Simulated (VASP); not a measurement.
# Ni (Im-3m) in VASP: notebook

Ni is run at these levels: LDA; tasks: single point.

Program: VASP 6.6.1. These are calculated values, not measurements. Logs are shortened: lines on timing, memory, paths and dates and some standing lists are left out, and cuts for length are marked.

### 1 The cell of the first run

Symmetry: Im-3m, No. 229, cubic system. Conventional cell: a = 2.457 Å, b = 2.457 Å, c = 2.457 Å, α = 90.00°, β = 90.00°, γ = 90.00°. Ni (site symmetry m-3m) has 14 Ni at 2.13 to 2.46 Å within 2.8 Å.

This isn't the form of Ni at room conditions, which is fcc.

### 2 Single point, LDA (7.42 Å³/atom)

Contents of INCAR:

```
PREC     = Accurate       # precision mode
ENCUT    = 520            # plane-wave cutoff, eV
EDIFF    = 1E-7           # SCF threshold, eV
ISMEAR   = -1             # smearing method
SIGMA    = 0.05           # smearing width, eV
LREAL    = F              # projectors in reciprocal space
LASPH    = T              # aspherical terms in the spheres
NELM     = 80             # most SCF steps
ALGO     = Normal         # electronic algorithm
ISIF     = 2              # what is computed and relaxed
LWAVE    = F              # write WAVECAR
LCHARG   = F              # write CHGCAR
GGA      = CA             # functional
NBANDS   = 11             # bands
```

Contents of KPOINTS:

```
regular mesh
0
Gamma
  17 17 17
```

Contents of POSCAR:

```
Ni
1.0
   -1.2286065031      1.2286065031      1.2286065031
    1.2286065031     -1.2286065031      1.2286065031
    1.2286065031      1.2286065031     -1.2286065031
Ni
1
Direct
    0.0000000000      0.0000000000      0.0000000000
```

Potentials or basis: VASP PAW LDA potentials, release 64 (Ni).

Run with:

```console
> cat potpaw_LDA.64/Ni/POTCAR > POTCAR
> mpirun -np 1 vasp_std > vasp.out
```

OUTCAR:

```text
PREC = Accurate
   ENCUT = 520
   EDIFF = 1E-7
   ISMEAR = -1
   LREAL = F
   LASPH = T
   NELM = 80
   ISIF = 2
   GGA = CA

 ion  position               nearest neighbor table
   1  0.000  0.000  0.000-

  LATTYP: Found a body centered cubic cell.
 ALAT       =     2.4572130062

  Lattice vectors:

 A1 = (  -1.2286065031,   1.2286065031,   1.2286065031)
 A2 = (   1.2286065031,  -1.2286065031,   1.2286065031)
 A3 = (   1.2286065031,   1.2286065031,  -1.2286065031)

Analysis of symmetry for initial positions (statically):
=====================================================================
 Subroutine PRICEL returns:
 Original cell was already a primitive cell.

 Routine SETGRP: Setting up the symmetry group for a
 body centered cubic supercell.

 Subroutine GETGRP returns: Found 48 space group operations
 (whereof 48 operations were pure point group operations)
 out of a pool of 48 trial point group operations.

The static configuration has the point symmetry O_h .

Analysis of symmetry for dynamics (positions and initial velocities):
=====================================================================
 Subroutine PRICEL returns:
 Original cell was already a primitive cell.

 Routine SETGRP: Setting up the symmetry group for a
 body centered cubic supercell.

 Subroutine GETGRP returns: Found 48 space group operations
 (whereof 48 operations were pure point group operations)
 out of a pool of 48 trial point group operations.

The dynamic configuration has the point symmetry O_h .

 Subroutine INISYM returns: Found 48 space group operations
 (whereof 48 operations are pure point group operations),
 and found     1 'primitive' translations

----------------------------------------------------------------------------------------

                                     Primitive cell

  volume of cell :       7.4182

  direct lattice vectors                    reciprocal lattice vectors
    -1.228606503  1.228606503  1.228606503     0.000000000  0.406965126  0.406965126
     1.228606503 -1.228606503  1.228606503     0.406965126  0.000000000  0.406965126
     1.228606503  1.228606503 -1.228606503     0.406965126  0.406965126  0.000000000

  length of vectors
     2.128008886  2.128008886  2.128008886     0.575535600  0.575535600  0.575535600

  position of ions in fractional coordinates (direct lattice)
     0.000000000  0.000000000  0.000000000

  ion indices of the primitive-cell ions
   primitive index   ion index
                 1           1

----------------------------------------------------------------------------------------

 KPOINTS: regular mesh

Automatic generation of k-mesh.
 Grid dimensions read from file:
 generate k-points for:   17   17   17

 Generating k-lattice:

  Cartesian coordinates                     Fractional coordinates (reciprocal lattice)
     0.000000000  0.023939125  0.023939125     0.058823529  0.000000000  0.000000000
     0.023939125  0.000000000  0.023939125     0.000000000  0.058823529  0.000000000
     0.023939125  0.023939125  0.000000000     0.000000000  0.000000000  0.058823529

  Length of vectors
     0.033855035  0.033855035  0.033855035

  Shift w.r.t. Gamma in fractional coordinates (k-lattice)
     0.000000000  0.000000000  0.000000000

 Subroutine IBZKPT returns following result:
 ===========================================

 Found    165 irreducible k-points:

 Following reciprocal coordinates:
            Coordinates               Weight
  0.000000  0.000000  0.000000      1.000000
  0.058824  0.000000  0.000000     12.000000
  0.117647  0.000000  0.000000     12.000000
  0.176471  0.000000  0.000000     12.000000
  0.235294  0.000000  0.000000     12.000000
  0.294118  0.000000  0.000000     12.000000
[... 16 lines left out ...]
  0.411765  0.117647  0.000000     48.000000
  0.176471  0.176471  0.000000     24.000000
 [... further k-points ...]
   k-points           NKPTS =    165   k-points in BZ     NKDIM =    165   number of bands    NBANDS=     11
   number of dos      NEDOS =    301   number of ions     NIONS =      1
   total plane-waves  NPLWV =   4096
   dimension x,y,z NGX =    16 NGY =   16 NGZ =   16
   dimension x,y,z NGXF=    32 NGYF=   32 NGZF=   32
   ions per type =               1
   NGX,Y,Z   is equivalent  to a cutoff of  12.50, 12.50, 12.50 a.u.
   NGXF,Y,Z  is equivalent  to a cutoff of  25.00, 25.00, 25.00 a.u.
 SYSTEM =  unknown system
   PREC   = accura    normal or accurate (medium, high low for compatibility)
   ISTART =      0    job   : 0-new  1-cont  2-samecut
   ICHARG =      2    charge: 1-file 2-atom 10-const
   ISPIN  =      1    spin polarized calculation?
   LNONCOLLINEAR =      F non collinear calculations
   LSORBIT =      F    spin-orbit coupling
   LASPH  =      T    aspherical Exc in radial PAW
   ENCUT  =  520.0 eV  38.22 Ry    6.18 a.u.   3.96  3.96  3.96*2*pi/ulx,y,z
   NELM   =     80;   NELMIN=  2; NELMDL= -5     # of ELM steps
   EDIFF  = 0.1E-06   stopping-criterion for ELM
   LREAL  =      F    real-space projection
   EDIFFG = 0.1E-05   stopping-criterion for IOM
   NSW    =      0    number of steps for IOM
   IBRION =     -1    ionic relax: 0-MD 1-quasi-New 2-CG
   NFREE  =      0    steps in history (QN), initial steepest desc. (CG)
   ISIF   =      2    stress and relaxation
   ISYM   =      2    0-nonsym 1-usesym 2-fastsym
   POTIM  = 0.5000    time-step for ionic-motion
   TEBEG  =    0.0;   TEEND  =   0.0 temperature during run
   PSTRESS=    0.0 pullay stress
   NELECT =      10.0000    total number of electrons
   NUPDOWN=      -1.0000    fix difference up-down
   EMIN   =  10.00;   EMAX   =-10.00  energy-range for DOS
   EFERMI =   0.00;   METHOD = LEGACY
   ISMEAR =    -1;   SIGMA  =   0.05  broadening in eV -4-tet -1-fermi 0-gaus
   EFERMI_NEDOS =   21; number of points for ismear=-14 and -15
   IALGO  =     38    algorithm
   IMIX   =      4    mixing-type and parameters
     AMIX     =   0.40;   BMIX     =  1.00
     AMIX_MAG =   1.60;   BMIX_MAG =  1.00
  volume/ion in A,a.u.               =       7.42        50.06
  Fermi-wavevector in a.u.,A,eV,Ry     =   1.808459  3.417492 44.498185  3.270524
  Thomas-Fermi vector in A             =   2.867532
   LORBIT       =      0    0 simple, 1 ext, 2 COOP (PROOUT), +10 PAW based schemes
   GGA     = CA    functional components
   LHFCALC =     F    Hartree Fock is set to
   AEXX    =    0.0000 exact exchange contribution
   IVDW    =     0    specifies the selected vdW correction
   LEPSILON=     F    determine dielectric tensor
   LRPA    =     F    only Hartree local field effects (RPA)
 non-spin polarized calculation
  energy-cutoff  :      520.00
  volume of cell :        7.42
 maximum number of plane-waves:       212
   NGX =  7   NGY =  7   NGZ =  7

 number of electron      10.0000006 magnetization

 Free energy of the ion-electron system (eV)
  ---------------------------------------------------
  ext. energy  EPLUGINS =         0.00000000
  ---------------------------------------------------
  free energy    TOTEN  =        -5.52482175 eV

  energy without entropy =       -5.51608189  energy(sigma->0) =       -5.52045182

 E-fermi :  15.6235     XC(G=0): -16.0337

 val. band max:       15.6119166992   @ k =  -0.2353   0.2941   0.1176
 cond. band min:      15.6426108242   @ k =  -0.2353   0.2353   0.1765
 fundamental gap:      0.0306941250
 Fermi energy:        15.6234964245

 k-point     1 :       0.0000    0.0000    0.0000
  band No.  band energies     occupation
      1       3.8756      2.00000
      2      12.3221      2.00000
      3      12.3221      2.00000
      4      12.3221      2.00000
      5      14.6538      2.00000
      6      14.6538      2.00000
      7      45.9736      0.00000
      8      45.9736      0.00000
      9      45.9736      0.00000
     10      54.3169      0.00000
     11      54.3169      0.00000

 k-point     2 :       0.0588    0.0000    0.0000
  band No.  band energies     occupation
      1       4.0689      2.00000
      2      12.2596      2.00000
      3      12.3149      2.00000
      4      12.4376      2.00000
      5      14.5868      2.00000
      6      14.6587      2.00000
      7      45.1044      0.00000
      8      45.8132      0.00000
      9      45.9821      0.00000
     10      53.6044      0.00000
     11      54.8758      0.00000

 k-point     3 :       0.1176    0.0000    0.0000
  band No.  band energies     occupation
      1       4.6329      2.00000
      2      12.0830      2.00000
      3      12.2766      2.00000
      4      12.7748      2.00000
      5      14.4313      2.00000
      6      14.6749      2.00000
      7      42.9362      0.00000
      8      45.1630      0.00000
      9      46.0044      0.00000
     10      52.8921      0.00000
     11      53.4883      0.00000

 k-point     4 :       0.1765    0.0000    0.0000
  band No.  band energies     occupation
      1       5.5133      2.00000
      2      11.8218      2.00000
      3      12.1818      2.00000
      4      13.3054      2.00000
      5      14.2970      2.00000
      6      14.7062      2.00000
      7      40.0557      0.00000
      8      43.9060      0.00000
      9      46.0331      0.00000
     10      50.7914      0.00000
     11      52.6974      0.00000

 k-point     5 :       0.2353    0.0000    0.0000
  band No.  band energies     occupation
      1       6.5882      2.00000
      2      11.5165      2.00000
      3      12.0906      2.00000
      4      13.9798      2.00000
      5      14.2725      2.00000
      6      14.7549      2.00000
      7      36.8461      0.00000
      8      42.3450      0.00000
      9      46.0617      0.00000
     10      48.2902      0.00000
     11      51.9109      0.00000
[... 211 lines left out ...]
 k-point    21 :       0.2941    0.1176    0.0000
  band No.  band energies     occupation
      1       8.6676      2.00000
      2      10.9749      2.00000
      3      12.1927      2.00000
      4      14.3500      2.00000
      5      15.0594      1.99997
      6      16.3963      0.00000
      7      30.7295      0.00000
      8      37.0284      0.00000
      9      42.3909      0.00000
     10      47.7270      0.00000
     11      54.5445      0.00000

 k-point    22 :       0.3529    0.1176    0.0000
  band No.  band energies     occupation
      1       8.8270      2.00000
      2      10.8018      2.00000
      3      12.8956      2.00000
      4      14.4999      2.00000
      5      15.2177      1.99940
      6      17.4568      0.00000
      7      28.0141      0.00000
      8      36.2572      0.00000
      9      41.3113      0.00000
     10      47.7846      0.00000
     11      54.8399      0.00000

 k-point    23 :       0.4118    0.1176    0.0000
  band No.  band energies     occupation
      1       8.8222      2.00000
      2      10.7128      2.00000
      3      13.3594      2.00000
      4      14.5593      2.00000
      5      15.3927      1.98041
      6      18.3467      0.00000
      7      26.2142      0.00000
      8      35.8516      0.00000
      9      40.7459      0.00000
     10      47.8113      0.00000
     11      55.0674      0.00000

 k-point    24 :       0.1765    0.1765    0.0000
  band No.  band energies     occupation
      1       8.0609      2.00000
      2      11.3170      2.00000
      3      11.4986      2.00000
      4      14.1108      2.00000
      5      14.9388      2.00000
      6      15.4847      1.88268
      7      35.2060      0.00000
      8      36.7378      0.00000
      9      44.0293      0.00000
     10      47.8308      0.00000
     11      53.4606      0.00000

 [... further k-points ...]

------------------------ aborting loop because EDIFF is reached ----------------------------------------

  FORCE on cell =-STRESS in cart. coord.  units (eV):
  Direction    XX          YY          ZZ          XY          YZ          ZX
  --------------------------------------------------------------------------------------
  -------------------------------------------------------------------------------------
  Total        7.3014352      7.3014352      7.3014352     -0.0000000     -0.0000000      0.0000000
  in kB     1576.9589767   1576.9589767   1576.9589767     -0.0000000     -0.0000000      0.0000000
  external PRESSURE =    1576.9589767 kB  Pullay stress =       0.0000000 kB

 VOLUME and BASIS-vectors are now :
 -----------------------------------------------------------------------------
  energy-cutoff  :      520.00
  volume of cell :        7.42
      direct lattice vectors                 reciprocal lattice vectors
    -1.228606503  1.228606503  1.228606503     0.000000000  0.406965126  0.406965126
     1.228606503 -1.228606503  1.228606503     0.406965126  0.000000000  0.406965126
     1.228606503  1.228606503 -1.228606503     0.406965126  0.406965126  0.000000000

 POSITION                                       TOTAL-FORCE (eV/Angst)
 -----------------------------------------------------------------------------------
      0.00000      0.00000      0.00000         0.000000      0.000000     -0.000000
 -----------------------------------------------------------------------------------
    total drift:                                0.000000      0.000000     -0.000000

  FREE ENERGIE OF THE ION-ELECTRON SYSTEM (eV)
  ---------------------------------------------------
  free  energy   TOTEN  =        -5.5248217508 eV

  energy  without entropy=       -5.5160818937  energy(sigma->0) =       -5.52045182
```

Run time: 12 s. Hardware: 1 thread of Intel Xeon 8259CL, shared host; peak memory 0.12 GiB.

What came out:

```yaml
Free_energy: -5.5248 eV
Pressure: 157.7 GPa
Band_gap_on_the_k_mesh: zero (bands 5 and 6 overlap by 1.80 eV)
```

Caveat: the cell stands under pressure; the run has no spin polarisation, though such a crystal can be magnetic. Spin polarisation is off, so any magnetic state and its effect on volume and gap are missing.

### 3 Single point, LDA (8.05 Å³/atom)

This run uses another cell than the first one, of 8.05 Å³/atom.

Contents of INCAR:

```
  PREC = Accurate
  ENCUT = 520
  EDIFF = 1E-6
  ISMEAR = -1
  SIGMA = 0.05
  LREAL = F
  LASPH = T
  NELM = 100
  ALGO = Normal
  ISIF = 2
  LWAVE = F
  LCHARG = T
  LELF = T
  LVHAR = T
  NBANDS = 11
```

Contents of KPOINTS:

```
Automatic mesh
0
Gamma
  17 17 17
```

Contents of POSCAR:

```
Ni
1.0
   -1.2627517929      1.2627517929      1.2627517929
    1.2627517929     -1.2627517929      1.2627517929
    1.2627517929      1.2627517929     -1.2627517929
Ni
1
Direct
    0.0000000000      0.0000000000      0.0000000000
```

Potentials or basis: VASP PAW LDA potentials, release 64 (Ni).

Run with:

```console
> cat potpaw_LDA.64/Ni/POTCAR > POTCAR
> mpirun -np 1 vasp_std > vasp.out
```

Wall time 11 s (1 thread of Intel Xeon 8259CL, shared host); peak memory 0.12 GiB.

The run converged. Its results:

| Property | Result |
| --- | --- |
| Free energy | -6.0166 eV |
| Pressure | 94.3 GPa |
| Band gap on the k mesh | zero (bands 5 and 6 overlap by 1.57 eV) |

Levels at points of the mesh, in eV from the Fermi level:
| k point | band 1 | band 2 | band 3 | band 4 | band 5 | band 6 | band 7 | band 8 | band 9 | band 10 |
| --- | --- | --- | --- | --- | --- | --- | --- | --- | --- | --- |
| (0.00, 0.00, 0.00) | -11.06 | -2.93 | -2.93 | -2.93 | -0.84 | -0.84 | 29.59 | 29.59 | 29.59 | 37.04 |

Caveat: the cell stands under pressure; the run has no spin polarisation, though such a crystal can be magnetic.

### 4 Single point, LDA (8.69 Å³/atom)

This run uses another cell than the first one, of 8.69 Å³/atom.

Contents of INCAR:

```
SYSTEM = Ni
ALGO = Normal ; EDIFF = 1E-6
ENCUT = 520 ; GGA = CA
ISIF = 2 ; ISMEAR = -1
LASPH = .TRUE. ; LCHARG = .FALSE.
LREAL = .FALSE. ; LWAVE = .FALSE.
NBANDS = 11 ; NELM = 100
PREC = Accurate ; SIGMA = 0.05
```

Contents of KPOINTS:

```
k-points
0
G
  17 17 17
  0 0 0
```

Contents of POSCAR:

```
Ni
1.0
   -1.2951440674      1.2951440674      1.2951440674
    1.2951440674     -1.2951440674      1.2951440674
    1.2951440674      1.2951440674     -1.2951440674
Ni
1
Direct
    0.0000000000      0.0000000000      0.0000000000
```

Run with:

```console
> cat potpaw_LDA.64/Ni/POTCAR > POTCAR
> mpirun -np 1 vasp_std > vasp.out
```

It took 24 s on 1 thread of Intel Xeon 8259CL, shared host; peak memory 0.13 GiB.

The run converged. Its results:

| Item | Value |
| --- | --- |
| Free energy | -6.3004 eV |
| Pressure | 51.5 GPa |
| Band gap on the k mesh | zero (bands 5 and 6 overlap by 1.39 eV) |

Levels at points of the mesh, in eV from the Fermi level:
```csv
k point,band 3,band 4,band 5,band 6,band 7,band 8
"(0.00, 0.00, 0.00)",-2.62,-2.62,-0.74,-0.74,28.85,28.85
```

Caveat: the cell stands under pressure; the run has no spin polarisation, though such a crystal can be magnetic. Spin polarisation is off, so any magnetic state and its effect on volume and gap are missing.

### 5 Single point, LDA (9.33 Å³/atom)

This run uses another cell than the first one, of 9.33 Å³/atom.

Contents of INCAR:

```
SYSTEM = Ni
  ALGO = Normal
  EDIFF = 1E-6
  ENCUT = 520
  ISIF = 2
  ISMEAR = -1
  LASPH = .TRUE.
  LCHARG = .FALSE.
  LREAL = .FALSE.
  LWAVE = .FALSE.
  NBANDS = 11
  NELM = 100
  PREC = Accurate
  SIGMA = 0.05
```

KPOINTS is that of step 4.

Contents of POSCAR:

```
Ni
1.0
   -1.3259923559      1.3259923559      1.3259923559
    1.3259923559     -1.3259923559      1.3259923559
    1.3259923559      1.3259923559     -1.3259923559
Ni
1
Direct
    0.0000000000      0.0000000000      0.0000000000
```

Run with:

```console
> cat potpaw_LDA.64/Ni/POTCAR > POTCAR
> mpirun -np 1 vasp_std > vasp.out
```

Wall time 30 s (1 thread of Intel Xeon 8259CL, shared host); peak memory 0.12 GiB.

It converged, with:

```
Free energy            : -6.4427 eV
Pressure               : 22.2 GPa
Band gap on the k mesh : zero (bands 5 and 6 overlap by 1.23 eV)
```

Levels at points of the mesh, in eV from the Fermi level:
```tsv
k point	band 3	band 4	band 5	band 6	band 7	band 8
(0.00, 0.00, 0.00)	-2.37	-2.37	-0.66	-0.66	28.15	28.15
```

Caveat: the cell stands under pressure; the run has no spin polarisation, though such a crystal can be magnetic. Spin polarisation is off, so any magnetic state and its effect on volume and gap are missing.

### 6 The runs side by side

```tsv
cell	gap on the mesh (eV)	pressure (GPa)
a = 2.128 Å, angles 109.5°, 1 atom	none	157.7
a = 2.187 Å, angles 109.5°, 1 atom	none	94.3
a = 2.243 Å, angles 109.5°, 1 atom	none	51.5
a = 2.297 Å, angles 109.5°, 1 atom	none	22.2
```

Alike in all rows: task single point; level LDA; potentials or basis VASP PAW LDA potentials, release 64 (Ni); no spin polarisation; k mesh 17 × 17 × 17; cutoff (eV) 520; smearing fermi-dirac 0.05 eV.

Caveats: the cell stands under pressure; the run has no spin polarisation, though such a crystal can be magnetic.

Total energies depend on the potentials used, so only differences within one code and one set of settings carry meaning.
